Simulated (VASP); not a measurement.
Crystal: Li.

```xyz
2
Lattice="3.4500 0.0000 0.0000 0.0000 3.4500 0.0000 0.0000 0.0000 3.4500" Properties=species:S:1:pos:R:3 pbc="T T T"
Li    0.0000    0.0000    0.0000
Li    1.7250    1.7250    1.7250
```

| Property | Result |
| --- | --- |
| Program | VASP 6.6.1 |
| Task | relaxation of cell and atoms |
| Functional | LDA |
| Potentials or basis | VASP PAW LDA potentials, release 64 (Li_sv) |
| Cutoff | 600 eV |
| k mesh | 20 × 20 × 20 |
| Occupations | methfessel-paxton, width 0.1 eV |
| Spin | no spin polarisation |

At the start: pressure -1.2 GPa; volume 20.53 Å³/atom.

**Question.** How do energy, volume and symmetry change on relaxing?

**Answer.** Over 4 steps the energy falls by 6.9 meV/atom and the volume is 18.73 Å³/atom (-8.8 %); space group Im-3m (No. 229, to 0.1 Å) before and after.

The path:
```tsv
step	energy change (eV)	largest force (eV/Å)	pressure (GPa)	volume (Å³)
1	0.0000	0.0000	-1.15	41.06
2	-0.0056	0.0000	-0.91	40.19
3	-0.0132	0.0000	-0.24	38.13
4	-0.0137	0.0000	0.02	37.46
```

Final structure:
```xyz
2
Lattice="3.3458 0.0000 0.0000 0.0000 3.3458 0.0000 0.0000 0.0000 3.3458" Properties=species:S:1:pos:R:3 pbc="T T T"
Li    0.0000    0.0000    0.0000
Li    1.6729    1.6729    1.6729
```

Caveat: the cutoff is under 1.25 times the usual one of these potentials, so pressure, stress and relaxed cells hold a basis-set (Pulay) error.
